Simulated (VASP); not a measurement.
# BePd (Pm-3m) in VASP: notebook

Runs on BePd. Level: LDA. Tasks: single point.

All numbers are computed with VASP 6.6.1; they aren't measurements. Logs are shortened: lines on timing, memory, paths and dates and some standing lists are left out, and cuts for length are marked.

### 1 The cell of the first run

It takes space group Pm-3m (No. 221, cubic). The conventional cell has a = 2.756 Å, b = 2.756 Å, c = 2.756 Å, α = 90.00°, β = 90.00°, γ = 90.00°. Be (site symmetry m-3m) has 8 Pd at 2.39 Å and 6 Be at 2.76 Å within 3.2 Å. Within 3.2 Å of Pd (site symmetry m-3m) lie 8 Be at 2.39 Å and 6 Pd at 2.76 Å.

### 2 Single point, LDA (volume scaled by 0.94)

Contents of INCAR:

```
  PREC = Accurate
  ENCUT = 520
  EDIFF = 1E-6
  ISMEAR = -1
  SIGMA = 0.08
  LREAL = False
  LASPH = True
  NELM = 60
  ALGO = Normal
  ISIF = 2
  LWAVE = False
  LCHARG = True
  LELF = True
  LVHAR = True
  NBANDS = 13
```

Contents of KPOINTS:

```
regular mesh
0
Gamma
  12 12 12
```

Contents of POSCAR:

```
BePd
1.0
    2.7555757238      0.0000000000      0.0000000000
    0.0000000000      2.7555757238      0.0000000000
    0.0000000000      0.0000000000      2.7555757238
Be Pd
1 1
Direct
    0.0000000000      0.0000000000      0.0000000000
    0.5000000000      0.5000000000      0.5000000000
```

Potentials or basis: VASP PAW LDA potentials, release 64 (Be, Pd).

Started as:

```sh
> cat potpaw_LDA.64/Be/POTCAR potpaw_LDA.64/Pd/POTCAR > POTCAR
> mpirun -np 1 vasp_std > vasp.out
```

OUTCAR:

```text
PREC = Accurate
   ENCUT = 520
   EDIFF = 1E-6
   ISMEAR = -1
   LREAL = False
   LASPH = True
   NELM = 60
   ISIF = 2

 ion  position               nearest neighbor table
   1  0.000  0.000  0.000-   2 2.39   2 2.39   2 2.39   2 2.39   2 2.39   2 2.39   2 2.39   2 2.39

   2  0.500  0.500  0.500-   1 2.39   1 2.39   1 2.39   1 2.39   1 2.39   1 2.39   1 2.39   1 2.39

  LATTYP: Found a simple cubic cell.
 ALAT       =     2.7555757238

  Lattice vectors:

 A1 = (   2.7555757238,   0.0000000000,   0.0000000000)
 A2 = (   0.0000000000,   2.7555757238,   0.0000000000)
 A3 = (   0.0000000000,   0.0000000000,   2.7555757238)

Analysis of symmetry for initial positions (statically):
=====================================================================
 Subroutine PRICEL returns:
 Original cell was already a primitive cell.

 Routine SETGRP: Setting up the symmetry group for a
 simple cubic supercell.

 Subroutine GETGRP returns: Found 48 space group operations
 (whereof 48 operations were pure point group operations)
 out of a pool of 48 trial point group operations.

The static configuration has the point symmetry O_h .

Analysis of symmetry for dynamics (positions and initial velocities):
=====================================================================
 Subroutine PRICEL returns:
 Original cell was already a primitive cell.

 Routine SETGRP: Setting up the symmetry group for a
 simple cubic supercell.

 Subroutine GETGRP returns: Found 48 space group operations
 (whereof 48 operations were pure point group operations)
 out of a pool of 48 trial point group operations.

The dynamic configuration has the point symmetry O_h .

 Subroutine INISYM returns: Found 48 space group operations
 (whereof 48 operations are pure point group operations),
 and found     1 'primitive' translations

----------------------------------------------------------------------------------------

                                     Primitive cell

  volume of cell :      20.9236

  direct lattice vectors                    reciprocal lattice vectors
     2.755575724  0.000000000  0.000000000     0.362900570  0.000000000  0.000000000
     0.000000000  2.755575724  0.000000000     0.000000000  0.362900570  0.000000000
     0.000000000  0.000000000  2.755575724     0.000000000  0.000000000  0.362900570

  length of vectors
     2.755575724  2.755575724  2.755575724     0.362900570  0.362900570  0.362900570

  position of ions in fractional coordinates (direct lattice)
[... 88 lines left out ...]
   TEBEG  =    0.0;   TEEND  =   0.0 temperature during run
   PSTRESS=    0.0 pullay stress
   NELECT =      12.0000    total number of electrons
   NUPDOWN=      -1.0000    fix difference up-down
   EMIN   =  10.00;   EMAX   =-10.00  energy-range for DOS
   EFERMI =   0.00;   METHOD = LEGACY
   ISMEAR =    -1;   SIGMA  =   0.08  broadening in eV -4-tet -1-fermi 0-gaus
   EFERMI_NEDOS =   21; number of points for ismear=-14 and -15
   IALGO  =     38    algorithm
   IMIX   =      4    mixing-type and parameters
     AMIX     =   0.40;   BMIX     =  1.00
     AMIX_MAG =   1.60;   BMIX_MAG =  1.00
  volume/ion in A,a.u.               =      10.46        70.60
  Fermi-wavevector in a.u.,A,eV,Ry     =   1.360159  2.570327 25.171207  1.850032
  Thomas-Fermi vector in A             =   2.486845
   LORBIT       =      0    0 simple, 1 ext, 2 COOP (PROOUT), +10 PAW based schemes
   GGA     = CA    functional components
   LHFCALC =     F    Hartree Fock is set to
   AEXX    =    0.0000 exact exchange contribution
   IVDW    =     0    specifies the selected vdW correction
   LEPSILON=     F    determine dielectric tensor
   LRPA    =     F    only Hartree local field effects (RPA)
 non-spin polarized calculation
  energy-cutoff  :      520.00
  volume of cell :       20.92
 maximum number of plane-waves:       587
   NGX = 11   NGY = 11   NGZ = 11

 number of electron      12.0000008 magnetization

 Free energy of the ion-electron system (eV)
  ---------------------------------------------------
  ext. energy  EPLUGINS =         0.00000000
  ---------------------------------------------------
  free energy    TOTEN  =       -11.95194674 eV

  energy without entropy =      -11.93502932  energy(sigma->0) =      -11.94348803

 E-fermi :  10.6597     XC(G=0): -12.9057

 val. band max:       10.6317259265   @ k =   0.5000   0.1667   0.0000
 cond. band min:      10.6740670544   @ k =   0.5000   0.1667   0.0833
 fundamental gap:      0.0423411279
 Fermi energy:        10.6597123637

 k-point     1 :       0.0000    0.0000    0.0000
  band No.  band energies     occupation
      1       0.5351      2.00000
      2       4.5617      2.00000
      3       4.5617      2.00000
      4       8.1880      2.00000
      5       8.1880      2.00000
      6       8.1880      2.00000
      7      16.0231      0.00000
      8      16.0231      0.00000
      9      16.0231      0.00000
     10      25.5246      0.00000
     11      25.5246      0.00000
     12      28.5108      0.00000
     13      34.5369      0.00000
[... 354 lines left out ...]
  band No.  band energies     occupation
      1       3.7012      2.00000
      2       4.8328      2.00000
      3       6.8010      2.00000
      4       6.9681      2.00000
      5       7.3234      2.00000
      6       7.7372      2.00000
      7      10.8260      0.22250
      8      17.0638      0.00000
      9      18.9260      0.00000
     10      19.9198      0.00000
     11      26.5632      0.00000
     12      28.0973      0.00000
     13      30.3936      0.00000

 [... further k-points ...]

------------------------ aborting loop because EDIFF is reached ----------------------------------------

  FORCE on cell =-STRESS in cart. coord.  units (eV):
  Direction    XX          YY          ZZ          XY          YZ          ZX
  --------------------------------------------------------------------------------------
  -------------------------------------------------------------------------------------
  Total        0.6269290      0.6269290      0.6269290      0.0000000      0.0000000      0.0000000
  in kB       48.0055981     48.0055981     48.0055981      0.0000000      0.0000000      0.0000000
  external PRESSURE =      48.0055981 kB  Pullay stress =       0.0000000 kB

 VOLUME and BASIS-vectors are now :
 -----------------------------------------------------------------------------
  energy-cutoff  :      520.00
  volume of cell :       20.92
      direct lattice vectors                 reciprocal lattice vectors
     2.755575724  0.000000000  0.000000000     0.362900570  0.000000000  0.000000000
     0.000000000  2.755575724  0.000000000     0.000000000  0.362900570  0.000000000
     0.000000000  0.000000000  2.755575724     0.000000000  0.000000000  0.362900570

 POSITION                                       TOTAL-FORCE (eV/Angst)
 -----------------------------------------------------------------------------------
      0.00000      0.00000      0.00000         0.000000      0.000000      0.000000
      1.37779      1.37779      1.37779         0.000000      0.000000      0.000000
 -----------------------------------------------------------------------------------
    total drift:                               -0.000000      0.000000     -0.000000

  FREE ENERGIE OF THE ION-ELECTRON SYSTEM (eV)
  ---------------------------------------------------
  free  energy   TOTEN  =       -11.9519467393 eV

  energy  without entropy=      -11.9350293207  energy(sigma->0) =      -11.94348803
```

Run time: 10 s. Hardware: 1 thread of Intel Xeon 6975P-C, shared host; peak memory 0.14 GiB.

What came out:

* Free energy: -11.9519 eV
* Pressure: 4.8 GPa
* Band gap on the k mesh: zero (band 6 reaches 15.70 eV, above the bottom of band 7 at 9.33 eV)

Levels at points of the mesh, in eV from the Fermi level:
```csv
k point,band 4,band 5,band 6,band 7,band 8,band 9
"(0.00, 0.00, 0.00)",-2.47,-2.47,-2.47,5.36,5.36,5.36
"(0.50, 0.00, 0.00)",-4.20,-4.20,-2.31,0.03,10.51,10.51
"(0.50, 0.50, 0.00)",-3.60,-2.09,-2.09,-1.33,5.84,6.61
"(0.50, 0.50, 0.50)",-1.25,-1.25,5.04,5.73,5.73,5.73
```

Caveat: the cell differs from its parent crystal (volume scaled by 0.94).

### 3 Single point, LDA (volume scaled by 0.98)

Contents of INCAR:

```
SYSTEM = BePd
ALGO     = Normal         ! electronic algorithm
EDIFF    = 1E-7           ! SCF threshold, eV
ENCUT    = 520            ! plane-wave cutoff, eV
GGA      = CA             ! functional
ISIF     = 2              ! what is computed and relaxed
ISMEAR   = -1             ! smearing method
LASPH    = .True.         ! aspherical terms in the spheres
LCHARG   = .False.        ! write CHGCAR
LREAL    = .False.        ! projectors in reciprocal space
LWAVE    = .False.        ! write WAVECAR
NBANDS   = 13             ! bands
NELM     = 100            ! most SCF steps
PREC     = Accurate       ! precision mode
SIGMA    = 0.08           ! smearing width, eV
```

Contents of KPOINTS:

```
k-points
0
Gamma
  12 12 12
  0 0 0
```

Contents of POSCAR:

```
BePd
1.0
    2.7941202365      0.0000000000      0.0000000000
    0.0000000000      2.7941202365      0.0000000000
    0.0000000000      0.0000000000      2.7941202365
Be Pd
1 1
Direct
    0.0000000000      0.0000000000      0.0000000000
    0.5000000000      0.5000000000      0.5000000000
```

Potentials or basis: VASP PAW LDA potentials, release 64 (Be, Pd).

Started as:

```sh
> cat potpaw_LDA.64/Be/POTCAR potpaw_LDA.64/Pd/POTCAR > POTCAR
> mpirun -np 1 vasp_std > vasp.out
```

It took 8.6 s on 1 thread of Intel Xeon 6975P-C, shared host; peak memory 0.15 GiB.

It converged, with:

```yaml
Free_energy: -11.9542 eV
Pressure: -3.8 GPa
Band_gap_on_the_k_mesh: zero (band 6 reaches 14.88 eV, above the bottom of band 7 at 8.71 eV)
```

Levels at points of the mesh, in eV from the Fermi level:
| k point | band 2 | band 3 | band 4 | band 5 | band 6 | band 7 | band 8 | band 9 | band 10 | band 11 |
| --- | --- | --- | --- | --- | --- | --- | --- | --- | --- | --- |
| (0.00, 0.00, 0.00) | -5.76 | -5.76 | -2.37 | -2.37 | -2.37 | 5.32 | 5.32 | 5.32 | 14.55 | 14.55 |
| (0.50, 0.00, 0.00) | -5.27 | -4.70 | -3.98 | -3.98 | -2.23 | -0.01 | 10.23 | 10.23 | 11.50 | 14.77 |
| (0.50, 0.50, 0.00) | -5.02 | -3.43 | -3.43 | -1.93 | -1.93 | -1.30 | 5.56 | 6.27 | 8.71 | 15.82 |
| (0.50, 0.50, 0.50) | -6.57 | -6.57 | -1.22 | -1.22 | 4.87 | 5.62 | 5.62 | 5.62 | 6.83 | 6.83 |

Caveat: the cell differs from its parent crystal (volume scaled by 0.98).

### 4 Single point, LDA (volume scaled by 0.96)

Contents of INCAR:

```
PREC = Accurate
ENCUT = 520
EDIFF = 1E-7
ISMEAR = -1
SIGMA = 0.08
LREAL = False
LASPH = True
NELM = 80
ALGO = Normal
ISIF = 2
LWAVE = False
LCHARG = True
LELF = True
LVHAR = True
NBANDS = 13
```

Contents of KPOINTS:

```
Automatic mesh
0
Gamma
  12 12 12
```

Contents of POSCAR:

```
BePd
1.0
    2.7749818260      0.0000000000      0.0000000000
    0.0000000000      2.7749818260      0.0000000000
    0.0000000000      0.0000000000      2.7749818260
Be Pd
1 1
Direct
    0.0000000000      0.0000000000      0.0000000000
    0.5000000000      0.5000000000      0.5000000000
```

Potentials or basis: VASP PAW LDA potentials, release 64 (Be, Pd).

Started as:

```sh
> cat potpaw_LDA.64/Be/POTCAR potpaw_LDA.64/Pd/POTCAR > POTCAR
> mpirun -np 1 vasp_std > vasp.out
```

OUTCAR:

```text
PREC = Accurate
   ENCUT = 520
   EDIFF = 1E-7
   ISMEAR = -1
   LREAL = False
   LASPH = True
   NELM = 80
   ISIF = 2

 ion  position               nearest neighbor table
   1  0.000  0.000  0.000-   2 2.40   2 2.40   2 2.40   2 2.40   2 2.40   2 2.40   2 2.40   2 2.40

   2  0.500  0.500  0.500-   1 2.40   1 2.40   1 2.40   1 2.40   1 2.40   1 2.40   1 2.40   1 2.40

  LATTYP: Found a simple cubic cell.
 ALAT       =     2.7749818260

  Lattice vectors:

 A1 = (   2.7749818260,   0.0000000000,   0.0000000000)
 A2 = (   0.0000000000,   2.7749818260,   0.0000000000)
 A3 = (   0.0000000000,   0.0000000000,   2.7749818260)

Analysis of symmetry for initial positions (statically):
=====================================================================
 Subroutine PRICEL returns:
 Original cell was already a primitive cell.

 Routine SETGRP: Setting up the symmetry group for a
 simple cubic supercell.

 Subroutine GETGRP returns: Found 48 space group operations
 (whereof 48 operations were pure point group operations)
 out of a pool of 48 trial point group operations.

[... 175 lines left out ...]
      5       7.9039      2.00000
      6       7.9039      2.00000
      7      15.6658      0.00000
      8      15.6658      0.00000
      9      15.6658      0.00000
     10      25.0305      0.00000
     11      25.0305      0.00000
     12      27.7957      0.00000
     13      34.0701      0.00000
[... 354 lines left out ...]
  band No.  band energies     occupation
      1       3.5292      2.00000
      2       4.6481      2.00000
      3       6.5673      2.00000
      4       6.7265      2.00000
      5       7.0699      2.00000
      6       7.4813      2.00000
      7      10.4985      0.20564
      8      16.5870      0.00000
      9      18.4584      0.00000
     10      19.5027      0.00000
     11      26.0773      0.00000
     12      27.5749      0.00000
     13      29.8026      0.00000

 [... further k-points ...]

------------------------ aborting loop because EDIFF is reached ----------------------------------------

  FORCE on cell =-STRESS in cart. coord.  units (eV):
  Direction    XX          YY          ZZ          XY          YZ          ZX
  --------------------------------------------------------------------------------------
  -------------------------------------------------------------------------------------
  Total        0.0348308      0.0348308      0.0348308     -0.0000000      0.0000000      0.0000000
  in kB        2.6115188      2.6115188      2.6115188     -0.0000000      0.0000000      0.0000000
  external PRESSURE =       2.6115188 kB  Pullay stress =       0.0000000 kB

 VOLUME and BASIS-vectors are now :
 -----------------------------------------------------------------------------
  energy-cutoff  :      520.00
  volume of cell :       21.37
      direct lattice vectors                 reciprocal lattice vectors
     2.774981826  0.000000000  0.000000000     0.360362720  0.000000000  0.000000000
     0.000000000  2.774981826  0.000000000     0.000000000  0.360362720  0.000000000
     0.000000000  0.000000000  2.774981826     0.000000000  0.000000000  0.360362720

 POSITION                                       TOTAL-FORCE (eV/Angst)
 -----------------------------------------------------------------------------------
      0.00000      0.00000      0.00000         0.000000      0.000000      0.000000
      1.38749      1.38749      1.38749         0.000000      0.000000      0.000000
 -----------------------------------------------------------------------------------
    total drift:                                0.000000     -0.000000     -0.000000

  FREE ENERGIE OF THE ION-ELECTRON SYSTEM (eV)
  ---------------------------------------------------
  free  energy   TOTEN  =       -11.9590410641 eV

  energy  without entropy=      -11.9417561813  energy(sigma->0) =      -11.95039862
```

OSZICAR:

```text
N       E                     dE             d eps       ncg     rms          rms(c)
DAV:   1     0.466079428961E+02    0.46608E+02   -0.63749E+03  2216   0.885E+02
DAV:   2    -0.119447138441E+02   -0.58553E+02   -0.54864E+02  2609   0.185E+02
DAV:   3    -0.129849529396E+02   -0.10402E+01   -0.10383E+01  2689   0.249E+01
DAV:   4    -0.129896267270E+02   -0.46738E-02   -0.46735E-02  2622   0.183E+00
DAV:   5    -0.129896877330E+02   -0.61006E-04   -0.61006E-04  2770   0.215E-01    0.111E+01
DAV:   6    -0.120873720847E+02    0.90232E+00   -0.75734E+00  2459   0.206E+01    0.341E+00
DAV:   7    -0.119804463033E+02    0.10693E+00   -0.53902E-01  2404   0.610E+00    0.198E+00
DAV:   8    -0.119605574137E+02    0.19889E-01   -0.69461E-03  2639   0.539E-01    0.510E-01
DAV:   9    -0.119590292654E+02    0.15281E-02   -0.66316E-04  2712   0.140E-01    0.305E-02
DAV:  10    -0.119590435272E+02   -0.14262E-04   -0.10514E-05  2639   0.246E-02    0.221E-02
DAV:  11    -0.119590410657E+02    0.24615E-05   -0.23473E-06  2668   0.963E-03    0.129E-03
DAV:  12    -0.119590410641E+02    0.16460E-08   -0.28561E-08  1712   0.162E-03
   1 F= -.11959041E+02 E0= -.11950399E+02  d E =-.172849E-01
```

It took 9.6 s on 1 thread of Intel Xeon 6975P-C, shared host; peak memory 0.15 GiB.

What came out:

```
Free energy            : -11.9590 eV
Pressure               : 0.3 GPa
Band gap on the k mesh : zero (band 6 reaches 15.28 eV, above the bottom of band 7 at 9.01 eV)
```

Caveat: the cell differs from its parent crystal (volume scaled by 0.96).

### 5 Single point, LDA

This run uses another cell than the first one, of 11.13 Å³/atom, 1.064 times its volume.

Contents of INCAR:

```
SYSTEM = BePd
ALGO     = Normal         ! electronic algorithm
EDIFF    = 1E-6           ! SCF threshold, eV
ENCUT    = 520            ! plane-wave cutoff, eV
GGA      = CA             ! functional
ISIF     = 2              ! what is computed and relaxed
ISMEAR   = -1             ! smearing method
LASPH    = .TRUE.         ! aspherical terms in the spheres
LCHARG   = .FALSE.        ! write CHGCAR
LREAL    = .FALSE.        ! projectors in reciprocal space
LWAVE    = .FALSE.        ! write WAVECAR
NBANDS   = 13             ! bands
NELM     = 60             ! most SCF steps
PREC     = Accurate       ! precision mode
SIGMA    = 0.08           ! smearing width, eV
```

Contents of KPOINTS:

```
k-points
0
G
  12 12 12
  0 0 0
```

Contents of POSCAR:

```
BePd
1.0
    2.8130000000      0.0000000000      0.0000000000
    0.0000000000      2.8130000000      0.0000000000
    0.0000000000      0.0000000000      2.8130000000
Be Pd
1 1
Direct
    0.0000000000      0.0000000000      0.0000000000
    0.5000000000      0.5000000000      0.5000000000
```

Started as:

```sh
> cat potpaw_LDA.64/Be/POTCAR potpaw_LDA.64/Pd/POTCAR > POTCAR
> mpirun -np 1 vasp_std > vasp.out
```

Wall time 11 s (1 thread of Intel Xeon 6975P-C, shared host); peak memory 0.14 GiB.

It converged, with:

```yaml
Free_energy: -11.9388 eV
Pressure: -7.4 GPa
Band_gap_on_the_k_mesh: zero (band 6 reaches 14.49 eV, above the bottom of band 7 at 8.41 eV)
```

Levels at points of the mesh, in eV from the Fermi level:
```
           k point  band 2  band 3  band 4  band 5  band 6  band 7  band 8  band 9  band 10  band 11
(0.00, 0.00, 0.00)   -5.61   -5.61   -2.33   -2.33   -2.33    5.29    5.29    5.29    14.40    14.40
(0.50, 0.00, 0.00)   -5.13   -4.63   -3.89   -3.89   -2.19   -0.02   10.09   10.09    11.49    14.63
(0.50, 0.50, 0.00)   -4.89   -3.35   -3.35   -1.86   -1.86   -1.29    5.43    6.11     8.65    15.69
(0.50, 0.50, 0.50)   -6.40   -6.40   -1.21   -1.21    4.79    5.57    5.57    5.57     6.72     6.72
```

### 6 Summary

| cell | gap on the mesh (eV) | pressure (GPa) |
| --- | --- | --- |
| a = 2.756 Å, 2 atoms | none | 4.8 |
| a = 2.794 Å, 2 atoms | none | -3.8 |
| a = 2.775 Å, 2 atoms | none | 0.3 |
| a = 2.813 Å, 2 atoms | none | -7.4 |

Alike in all rows: task single point; level LDA; potentials or basis VASP PAW LDA potentials, release 64 (Be, Pd); no spin polarisation; k mesh 12 × 12 × 12; cutoff (eV) 520; smearing fermi-dirac 0.08 eV.

Absolute energies hang on the potentials; compare differences alone.
